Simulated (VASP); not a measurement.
Wanted: the native input for a VASP 6.6.1 run.

```yaml
Task: single point
Functional: PBE
Potentials_or_basis: VASP PAW PBE potentials, release 64 (Mo_sv, W_sv)
Cutoff: 520 eV
k_mesh: 6 × 6 × 6
Occupations: gaussian, width 0.1 eV
Spin: collinear spin
Starting_moments: "[1.0, 0.0, 0.0] μB"
Dipole_correction: no
Further_INCAR_settings: ALGO = Normal; EDIFF = 1e-06; NBANDS = 32
```

The structure of MoW2 lies in POSCAR:

```
MoW2
1.0
    4.5032345534      0.0000000000      0.0000000000
   -2.2516172767      3.8999155224      0.0000000000
    0.0000000000      0.0000000000      2.7354519548
Mo W
1 2
Direct
    0.0000000000      0.0000000000      0.5000000000
    0.3333333333      0.6666666667      0.8309593862
    0.6666666667      0.3333333333      0.1690406138
```

The input as run:

INCAR

```
SYSTEM = MoW2
PREC = Accurate
ENCUT = 520
EDIFF = 1E-6
ISMEAR = 0
SIGMA = 0.1
LREAL = .False.
LASPH = .True.
NELM = 150
ALGO = Normal
ISIF = 2
LWAVE = .False.
LCHARG = .False.
ISPIN = 2
MAGMOM = 1 0 0
LORBIT = 11
LMAXMIX = 4
GGA = PE
NBANDS = 32
```

KPOINTS

```
Automatic mesh
0
Gamma
  6 6 6
  0 0 0
```

Potentials or basis: VASP PAW PBE potentials, release 64 (Mo_sv, W_sv).

The run is started by

```bash
$ cat potpaw_PBE.64/Mo_sv/POTCAR potpaw_PBE.64/W_sv/POTCAR > POTCAR
$ mpirun -np 1 vasp_std > vasp.out
```

Results of the run:

* Pressure: 0.6 GPa
* Band gap on the k mesh: zero (filled and empty bands overlap)
* Net moment: 0.00 μB per cell
* Valence electrons inside the program's atomic spheres: Mo 12.49; W 12.05

Caveat: the k points lie up to 0.38 Å⁻¹ apart, too coarse for converged energies and pressures of a metal; spin-orbit coupling is left out, which moves the levels of the heavy elements.

Run time: 92 s on 1 thread of Intel(R) Xeon(R) Platinum 8375C CPU @ 2.90GHz (Ice Lake), on a shared host, peak memory 0.23 GiB.
